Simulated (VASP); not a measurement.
# SnO (P4/nmm) in VASP: further runs, part 3 of 3

VASP 6.6.1.

## Step 5: Electric field gradients, PBE (equal xx and yy strain of +1 %)

Contents of INCAR:

```
PREC = Accurate
ENCUT = 520
EDIFF = 1E-8
ISMEAR = -1
SIGMA = 0.01
LREAL = F
LASPH = T
NELM = 100
ALGO = Normal
ISIF = 2
LWAVE = F
LCHARG = F
GGA = PE
LEFG = T
NBANDS = 28
```

Contents of KPOINTS:

```
Automatic mesh
0
Gamma
  8 8 6
```

Contents of POSCAR:

```
SnO
1.0
    3.8400200000      0.0000000000      0.0000000000
    0.0000000000      3.8400200000      0.0000000000
    0.0000000000      0.0000000000      4.8360000000
Sn O
2 2
Direct
    0.0000000000      0.5000000000      0.2385000000
    0.5000000000      0.0000000000      0.7615000000
    0.0000000000      0.0000000000      0.0000000000
    0.5000000000      0.5000000000      0.0000000000
```

Potentials or basis: VASP PAW PBE potentials, release 64 (Sn_d, O).

Run with:

```
cat potpaw_PBE.64/Sn_d/POTCAR potpaw_PBE.64/O/POTCAR > POTCAR
mpirun -np 1 vasp_std > vasp.out
```

OUTCAR:

```text
PREC = Accurate
   ENCUT = 520
   EDIFF = 1E-8
   ISMEAR = -1
   LREAL = F
   LASPH = T
   NELM = 100
   ISIF = 2
   GGA = PE

 ion  position               nearest neighbor table
   1  0.000  0.500  0.239-   3 2.24   4 2.24   3 2.24   4 2.24   2 3.56   2 3.56   2 3.56   2 3.56
                             2 3.71   2 3.71   2 3.71   2 3.71
   2  0.500  0.000  0.761-   3 2.24   4 2.24   4 2.24   3 2.24   1 3.56   1 3.56   1 3.56   1 3.56
                             1 3.71   1 3.71   1 3.71   1 3.71
   3  0.000  0.000  0.000-   1 2.24   2 2.24   1 2.24   2 2.24
   4  0.500  0.500  0.000-   1 2.24   2 2.24   2 2.24   1 2.24

  LATTYP: Found a simple tetragonal cell.
 ALAT       =     3.8400200000
 C/A-ratio  =     1.2593684408

  Lattice vectors:

 A1 = (   3.8400200000,   0.0000000000,   0.0000000000)
 A2 = (   0.0000000000,   3.8400200000,   0.0000000000)
 A3 = (   0.0000000000,   0.0000000000,   4.8360000000)

Analysis of symmetry for initial positions (statically):
=====================================================================
 Subroutine PRICEL returns:
 Original cell was already a primitive cell.

 Routine SETGRP: Setting up the symmetry group for a
 simple tetragonal supercell.

 Subroutine GETGRP returns: Found 16 space group operations
 (whereof  8 operations were pure point group operations)
 out of a pool of 16 trial point group operations.

The static configuration has the point symmetry D_2d.
 The point group associated with its full space group is D_4h.

[... 914 lines left out ...]
     28      15.4962      0.00000

 [... further k-points ...]

------------------------ aborting loop because EDIFF is reached ----------------------------------------

  FORCE on cell =-STRESS in cart. coord.  units (eV):
  Direction    XX          YY          ZZ          XY          YZ          ZX
  --------------------------------------------------------------------------------------
  -------------------------------------------------------------------------------------
  Total        1.0346259      1.0346259      1.0128649      0.0000000      0.0000000      0.0000000
  in kB       23.2455944     23.2455944     22.7566771      0.0000000      0.0000000      0.0000000
  external PRESSURE =      23.0826220 kB  Pullay stress =       0.0000000 kB

 VOLUME and BASIS-vectors are now :
 -----------------------------------------------------------------------------
  energy-cutoff  :      520.00
  volume of cell :       71.31
      direct lattice vectors                 reciprocal lattice vectors
     3.840020000  0.000000000  0.000000000     0.260415310  0.000000000  0.000000000
     0.000000000  3.840020000  0.000000000     0.000000000  0.260415310  0.000000000
     0.000000000  0.000000000  4.836000000     0.000000000  0.000000000  0.206782465

 POSITION                                       TOTAL-FORCE (eV/Angst)
 -----------------------------------------------------------------------------------
      0.00000      1.92001      1.15339         0.000000      0.000000      0.197109
      1.92001      0.00000      3.68261        -0.000000      0.000000     -0.197109
      0.00000      0.00000      0.00000         0.000000     -0.000000     -0.000000
      1.92001      1.92001      0.00000        -0.000000      0.000000     -0.000000
 -----------------------------------------------------------------------------------
    total drift:                                0.000000      0.000000     -0.000000

  FREE ENERGIE OF THE ION-ELECTRON SYSTEM (eV)
  ---------------------------------------------------
  free  energy   TOTEN  =       -22.7021892929 eV

  energy  without entropy=      -22.7021881007  energy(sigma->0) =      -22.70218870

 Electric field gradients (V/A^2)
---------------------------------------------------------------------
 ion       V_xx      V_yy      V_zz      V_xy      V_xz      V_yz
---------------------------------------------------------------------
   1      80.156    80.156  -160.312     0.000    -0.000    -0.000
   2      80.156    80.156  -160.312    -0.000     0.000    -0.000
   3       0.322     0.322    -0.643     0.000     0.000    -0.000
   4       0.322     0.322    -0.643     0.000    -0.000    -0.000
---------------------------------------------------------------------

 Electric field gradients after diagonalization (V/A^2)
 (convention: |V_zz| > |V_xx| > |V_yy|)
----------------------------------------------------------------------
 ion       V_xx      V_yy      V_zz     asymmetry (V_yy - V_xx)/ V_zz
----------------------------------------------------------------------
   1      80.156    80.156  -160.312       0.000
   2      80.156    80.156  -160.312       0.000
   3       0.322     0.322    -0.643       0.000
   4       0.322     0.322    -0.643       0.000
----------------------------------------------------------------------

           NMR quadrupolar parameters

 Cq : quadrupolar parameter    Cq=e*Q*V_zz/h
 eta: asymmetry parameters     (V_yy - V_xx)/ V_zz
 Q  : nuclear electric quadrupole moment in mb (millibarn)
----------------------------------------------------------------------
 ion       Cq(MHz)       eta       Q (mb)
----------------------------------------------------------------------
   1      -0.388       0.000       1.000
   2      -0.388       0.000       1.000
   3      -0.002       0.000       1.000
   4      -0.002       0.000       1.000
----------------------------------------------------------------------
```

OSZICAR:

```text
N       E                     dE             d eps       ncg     rms          rms(c)
DAV:   1     0.419652367545E+03    0.41965E+03   -0.19956E+04  3492   0.217E+03
DAV:   2     0.377655169462E+02   -0.38189E+03   -0.36658E+03  3508   0.546E+02
DAV:   3    -0.233613497521E+02   -0.61127E+02   -0.59947E+02  3788   0.181E+02
DAV:   4    -0.263544909797E+02   -0.29931E+01   -0.29778E+01  3840   0.430E+01
DAV:   5    -0.264241930812E+02   -0.69702E-01   -0.69696E-01  3600   0.711E+00    0.117E+01
DAV:   6    -0.227411307056E+02    0.36831E+01   -0.17078E+01  5408   0.451E+01    0.501E+00
DAV:   7    -0.227214546275E+02    0.19676E-01   -0.20996E+00  3968   0.867E+00    0.248E+00
DAV:   8    -0.227085032272E+02    0.12951E-01   -0.28685E-01  4152   0.358E+00    0.805E-01
DAV:   9    -0.227012274372E+02    0.72758E-02   -0.45448E-02  5380   0.216E+00    0.240E-01
DAV:  10    -0.227025226141E+02   -0.12952E-02   -0.72685E-03  4528   0.767E-01    0.142E-01
DAV:  11    -0.227021630011E+02    0.35961E-03   -0.20349E-03  5112   0.410E-01    0.217E-02
DAV:  12    -0.227021932338E+02   -0.30233E-04   -0.24741E-04  3464   0.928E-02    0.299E-02
DAV:  13    -0.227021891286E+02    0.41052E-05   -0.31101E-05  4416   0.494E-02    0.221E-03
DAV:  14    -0.227021890717E+02    0.56923E-07   -0.27644E-06  3720   0.103E-02    0.318E-03
DAV:  15    -0.227021891354E+02   -0.63653E-07   -0.10337E-07  3764   0.246E-03    0.195E-03
DAV:  16    -0.227021892563E+02   -0.12089E-06   -0.34664E-08  3224   0.123E-03    0.568E-04
DAV:  17    -0.227021892945E+02   -0.38272E-07   -0.68563E-09  1924   0.816E-04    0.710E-05
DAV:  18    -0.227021892929E+02    0.16353E-08   -0.22551E-09  1704   0.373E-04
   1 F= -.22702189E+02 E0= -.22702189E+02  d E =-.119218E-05
```

It took 3.3 min on 1 thread of Intel Xeon 8259CL, shared host; peak memory 0.24 GiB.

What came out:

| Item | Value |
| --- | --- |
| Free energy | -22.7022 eV |
| Pressure | 2.3 GPa |
| Largest force | 0.197 eV/Å |
| Band gap on the k mesh | 0.15 eV (least direct gap 1.97 eV) |
| Largest electric field gradient by atom | Sn -160.3; O -0.6 V/Å² |

Forces on the atoms (eV/Å):
```
Sn   0.000  0.000  0.197
Sn   0.000  0.000 -0.197
O    0.000  0.000  0.000
O    0.000  0.000  0.000
```

Levels at points of the mesh, in eV from the valence-band top:
| k point | band 16 | band 17 | band 18 | band 19 | band 20 | band 21 | band 22 | band 23 | band 24 | band 25 |
| --- | --- | --- | --- | --- | --- | --- | --- | --- | --- | --- |
| (0.00, 0.00, 0.00) | -6.08 | -3.33 | -3.06 | -3.06 | 0.00 | 2.08 | 4.47 | 4.66 | 4.66 | 5.77 |
| (0.50, 0.00, 0.00) | -4.81 | -4.69 | -4.69 | -2.59 | -2.59 | 3.22 | 3.22 | 5.87 | 5.87 | 5.99 |
| (0.50, 0.50, 0.00) | -4.93 | -2.40 | -2.40 | -1.82 | -1.82 | 0.15 | 0.15 | 4.55 | 4.55 | 7.28 |
| (0.00, 0.00, 0.50) | -3.40 | -3.11 | -3.07 | -3.07 | -2.06 | 1.70 | 2.98 | 2.98 | 3.64 | 8.04 |
| (0.50, 0.00, 0.50) | -5.29 | -4.65 | -4.65 | -1.64 | -1.64 | 2.63 | 2.63 | 5.39 | 5.39 | 6.66 |
| (0.50, 0.50, 0.50) | -5.40 | -2.62 | -2.62 | -2.40 | -2.40 | 2.42 | 2.42 | 4.09 | 4.09 | 5.58 |

Electric field gradients, principal values (V/Å²):
```
atom   least  middle  greatest (by size)
1 Sn  80.156  80.156            -160.312
2 Sn  80.156  80.156            -160.312
 3 O   0.322   0.322              -0.643
 4 O   0.322   0.322              -0.643
```

Caveat: the cell differs from its parent crystal (equal xx and yy strain of +1 %); semilocal functionals underestimate gaps, and a narrow one can read as zero; without QUAD_EFG the Cq values of the log hold for a quadrupole moment of 1 mb, not for the nuclei; spin-orbit coupling is left out, which moves the levels of the heavy elements. A k mesh can miss the band edges.

## Step 6: Electric field gradients, PBE (equal xx and yy strain of +3 %)

Contents of INCAR:

```
SYSTEM = SnO
PREC     = Accurate       ! precision mode
ENCUT    = 520            ! plane-wave cutoff, eV
EDIFF    = 1E-8           ! SCF threshold, eV
ISMEAR   = -1             ! smearing method
SIGMA    = 0.01           ! smearing width, eV
LREAL    = .False.        ! projectors in reciprocal space
LASPH    = .True.         ! aspherical terms in the spheres
NELM     = 80             ! most SCF steps
ALGO     = Normal         ! electronic algorithm
ISIF     = 2              ! what is computed and relaxed
LWAVE    = .False.        ! write WAVECAR
LCHARG   = .False.        ! write CHGCAR
GGA      = PE             ! functional
LEFG     = .True.       
NBANDS   = 28             ! bands
```

Contents of KPOINTS:

```
Automatic mesh
0
Gamma
  8 8 6
  0 0 0
```

POSCAR: that of step 5 with these lines changed.

```diff
@@ -2,4 +2,4 @@
 1.0
-    3.8400200000      0.0000000000      0.0000000000
-    0.0000000000      3.8400200000      0.0000000000
+    3.9160600000      0.0000000000      0.0000000000
+    0.0000000000      3.9160600000      0.0000000000
     0.0000000000      0.0000000000      4.8360000000
```

Potentials or basis: VASP PAW PBE potentials, release 64 (Sn_d, O).

Run with:

```
cat potpaw_PBE.64/Sn_d/POTCAR potpaw_PBE.64/O/POTCAR > POTCAR
mpirun -np 1 vasp_std > vasp.out
```

OUTCAR:

```text
SYSTEM = SnO
   PREC = Accurate
   ENCUT = 520
   EDIFF = 1E-8
   ISMEAR = -1
   LREAL = .False.
   LASPH = .True.
   NELM = 80
   ISIF = 2
   GGA = PE

 ion  position               nearest neighbor table
   1  0.000  0.500  0.239-   3 2.27   4 2.27   3 2.27   4 2.27   2 3.60   2 3.60   2 3.60   2 3.60
                             2 3.75   2 3.75   2 3.75   2 3.75
   2  0.500  0.000  0.761-   3 2.27   4 2.27   4 2.27   3 2.27   1 3.60   1 3.60   1 3.60   1 3.60
                             1 3.75   1 3.75   1 3.75   1 3.75
   3  0.000  0.000  0.000-   1 2.27   2 2.27   1 2.27   2 2.27
   4  0.500  0.500  0.000-   1 2.27   2 2.27   2 2.27   1 2.27

  LATTYP: Found a simple tetragonal cell.
 ALAT       =     3.9160600000
 C/A-ratio  =     1.2349146847

  Lattice vectors:

 A1 = (   3.9160600000,   0.0000000000,   0.0000000000)
 A2 = (   0.0000000000,   3.9160600000,   0.0000000000)
 A3 = (   0.0000000000,   0.0000000000,   4.8360000000)

Analysis of symmetry for initial positions (statically):
=====================================================================
[... 953 lines left out ...]
      1.95803      0.00000      3.68261        -0.000000      0.000000      0.213587
      0.00000      0.00000      0.00000         0.000000     -0.000000      0.000000
      1.95803      1.95803      0.00000        -0.000000      0.000000      0.000000
 -----------------------------------------------------------------------------------
    total drift:                                0.000000      0.000000     -0.000000

  FREE ENERGIE OF THE ION-ELECTRON SYSTEM (eV)
  ---------------------------------------------------
  free  energy   TOTEN  =       -22.7055326971 eV

  energy  without entropy=      -22.7055326971  energy(sigma->0) =      -22.70553270

 Electric field gradients (V/A^2)
---------------------------------------------------------------------
 ion       V_xx      V_yy      V_zz      V_xy      V_xz      V_yz
---------------------------------------------------------------------
   1      73.772    73.772  -147.544    -0.000     0.000     0.000
   2      73.772    73.772  -147.544    -0.000     0.000     0.000
   3       2.764     2.764    -5.528    -0.000    -0.000    -0.000
   4       2.764     2.764    -5.528    -0.000     0.000    -0.000
---------------------------------------------------------------------

 Electric field gradients after diagonalization (V/A^2)
 (convention: |V_zz| > |V_xx| > |V_yy|)
----------------------------------------------------------------------
 ion       V_xx      V_yy      V_zz     asymmetry (V_yy - V_xx)/ V_zz
----------------------------------------------------------------------
   1      73.772    73.772  -147.544       0.000
   2      73.772    73.772  -147.544       0.000
   3       2.764     2.764    -5.528       0.000
   4       2.764     2.764    -5.528       0.000
----------------------------------------------------------------------

           NMR quadrupolar parameters

 Cq : quadrupolar parameter    Cq=e*Q*V_zz/h
 eta: asymmetry parameters     (V_yy - V_xx)/ V_zz
 Q  : nuclear electric quadrupole moment in mb (millibarn)
----------------------------------------------------------------------
 ion       Cq(MHz)       eta       Q (mb)
----------------------------------------------------------------------
   1      -0.357       0.000       1.000
   2      -0.357       0.000       1.000
   3      -0.013       0.000       1.000
   4      -0.013       0.000       1.000
----------------------------------------------------------------------
```

OSZICAR:

```text
N       E                     dE             d eps       ncg     rms          rms(c)
DAV:   1     0.418202990312E+03    0.41820E+03   -0.19842E+04  3468   0.214E+03
DAV:   2     0.381555895377E+02   -0.38005E+03   -0.36526E+03  3512   0.537E+02
DAV:   3    -0.232701892358E+02   -0.61426E+02   -0.60090E+02  3844   0.180E+02
DAV:   4    -0.264262193493E+02   -0.31560E+01   -0.31393E+01  3812   0.435E+01
DAV:   5    -0.265015377778E+02   -0.75318E-01   -0.75309E-01  3636   0.729E+00    0.117E+01
DAV:   6    -0.227872766465E+02    0.37143E+01   -0.18356E+01  5392   0.462E+01    0.522E+00
DAV:   7    -0.227268565945E+02    0.60420E-01   -0.23089E+00  3964   0.888E+00    0.249E+00
DAV:   8    -0.227119936542E+02    0.14863E-01   -0.31357E-01  3896   0.356E+00    0.806E-01
DAV:   9    -0.227045603416E+02    0.74333E-02   -0.47587E-02  5368   0.203E+00    0.254E-01
DAV:  10    -0.227060778906E+02   -0.15175E-02   -0.87082E-03  4672   0.817E-01    0.172E-01
DAV:  11    -0.227055023165E+02    0.57557E-03   -0.30428E-03  5144   0.460E-01    0.232E-02
DAV:  12    -0.227055315271E+02   -0.29211E-04   -0.30184E-04  3448   0.112E-01    0.265E-02
DAV:  13    -0.227055329882E+02   -0.14611E-05   -0.23300E-05  3952   0.342E-02    0.444E-03
DAV:  14    -0.227055325458E+02    0.44242E-06   -0.19788E-06  4244   0.923E-03    0.237E-03
DAV:  15    -0.227055325633E+02   -0.17501E-07   -0.16585E-07  4128   0.269E-03    0.174E-03
DAV:  16    -0.227055326586E+02   -0.95300E-07   -0.37597E-08  2828   0.182E-03    0.819E-04
DAV:  17    -0.227055326930E+02   -0.34438E-07   -0.27015E-08  2820   0.143E-03    0.703E-05
DAV:  18    -0.227055326971E+02   -0.40900E-08   -0.27326E-09  1724   0.404E-04
   1 F= -.22705533E+02 E0= -.22705533E+02  d E =-.644248E-10
```

It took 3.3 min on 1 thread of Intel Xeon 8259CL, shared host; peak memory 0.24 GiB.

What came out:

```
Free energy                             : -22.7055 eV
Pressure                                : -1.4 GPa
Largest force                           : 0.214 eV/Å
Band gap on the k mesh                  : 0.37 eV (least direct gap 1.99 eV)
Largest electric field gradient by atom : Sn -147.5; O -5.5 V/Å²
```

Forces in eV/Å, atoms in the order of the input:
```
Sn   0.000  0.000 -0.214
Sn   0.000  0.000  0.214
O    0.000  0.000  0.000
O    0.000  0.000  0.000
```

Stress tensor (GPa, compression positive):
```
-2.06  0.00  0.00
 0.00 -2.06  0.00
 0.00  0.00 -0.03
```

Levels at points of the mesh, in eV from the valence-band top:
| k point | band 17 | band 18 | band 19 | band 20 | band 21 | band 22 | band 23 | band 24 |
| --- | --- | --- | --- | --- | --- | --- | --- | --- |
| (0.00, 0.00, 0.00) | -2.95 | -2.75 | -2.75 | -0.01 | 2.05 | 4.62 | 4.69 | 4.69 |
| (0.50, 0.00, 0.00) | -4.30 | -4.30 | -2.27 | -2.27 | 3.30 | 3.30 | 5.82 | 5.82 |
| (0.50, 0.50, 0.00) | -2.12 | -2.12 | -1.62 | -1.62 | 0.37 | 0.37 | 4.75 | 4.75 |
| (0.00, 0.00, 0.50) | -3.03 | -2.77 | -2.77 | -1.66 | 1.69 | 3.07 | 3.07 | 3.57 |
| (0.50, 0.00, 0.50) | -4.26 | -4.26 | -1.38 | -1.38 | 2.74 | 2.74 | 5.35 | 5.35 |
| (0.50, 0.50, 0.50) | -2.43 | -2.43 | -2.12 | -2.12 | 2.64 | 2.64 | 4.17 | 4.17 |

Electric field gradients, principal values (V/Å²):
```tsv
atom	least	middle	greatest (by size)
1 Sn	73.772	73.772	-147.544
2 Sn	73.772	73.772	-147.544
3 O	2.764	2.764	-5.528
4 O	2.764	2.764	-5.528
```

Caveat: the cell differs from its parent crystal (equal xx and yy strain of +3 %); semilocal functionals underestimate gaps, and a narrow one can read as zero; without QUAD_EFG the Cq values of the log hold for a quadrupole moment of 1 mb, not for the nuclei; spin-orbit coupling is left out, which moves the levels of the heavy elements. A k mesh can miss the band edges.

## Step 7: Summary

```tsv
cell	gap on the mesh (eV)	pressure (GPa)	largest force (eV/Å)
a = 3.751, b = 3.751, c = 4.771 Å, 4 atoms	none	9.0	1.07
a = 3.827, b = 3.827, c = 4.868 Å, 4 atoms	0.10	2.5	0.15
a = 3.840, b = 3.840, c = 4.836 Å, 4 atoms	0.15	2.3	0.20
a = 3.916, b = 3.916, c = 4.836 Å, 4 atoms	0.37	-1.4	0.21
```

Alike in all rows: task electric field gradients; level PBE; potentials or basis VASP PAW PBE potentials, release 64 (Sn_d, O); no spin polarisation; k mesh 8 × 8 × 6; cutoff (eV) 520; smearing fermi-dirac 0.01 eV.

Caveats: semilocal functionals underestimate gaps, and a narrow one can read as zero; spin-orbit coupling is left out, which moves the levels of the heavy elements; the cell stands under pressure (at least some runs); forces of over 1 eV/Å act on the atoms, so gaps and moduli don't describe the material at rest (at least some runs).

Total energies depend on the potentials used, so only differences within one code and one set of settings carry meaning.
